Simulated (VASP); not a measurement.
Input of a VASP 6.6.1 run:

The input INCAR:

```
SYSTEM = TePb
PREC     = Accurate       ! precision mode
ENCUT    = 520            ! plane-wave cutoff, eV
EDIFF    = 1E-7           ! SCF threshold, eV
ISMEAR   = 0              ! smearing method
SIGMA    = 0.1            ! smearing width, eV
LREAL    = .False.        ! projectors in reciprocal space
LASPH    = .True.         ! aspherical terms in the spheres
NELM     = 60             ! most SCF steps
ALGO     = Normal         ! electronic algorithm
ISIF     = 2              ! what is computed and relaxed
LWAVE    = .False.        ! write WAVECAR
LCHARG   = .False.        ! write CHGCAR
GGA      = PS             ! functional
NBANDS   = 17             ! bands
```

File KPOINTS:

```
regular mesh
0
Gamma
  10 10 10
  0 0 0
```

POSCAR

```
TePb
1.0
    3.9398112999      0.0000000000      0.0000000000
    0.0000000000      3.9398112999      0.0000000000
    0.0000000000      0.0000000000      3.9398112999
Te Pb
1 1
Direct
    0.5000000000      0.5000000000      0.5000000000
    0.0000000000      0.0000000000      0.0000000000
```

Potentials or basis: VASP PAW PBE potentials, release 64 (Te, Pb_d).

The run is started by

```sh
$ cat potpaw_PBE.64/Te/POTCAR potpaw_PBE.64/Pb_d/POTCAR > POTCAR
$ mpirun -np 1 vasp_std > vasp.out
```

Question: What does it give for the pressure?

Answer: -1.1 GPa.

Question: Predict the band gap on the k mesh.

Answer: Zero (band 10 reaches 7.00 eV, above the bottom of band 11 at 5.56 eV).

Caveat: the cell differs from its parent crystal (strained); the PAW data sets were made with another functional, which shifts forces and pressure a little; spin-orbit coupling is left out, which moves the levels of the heavy elements.
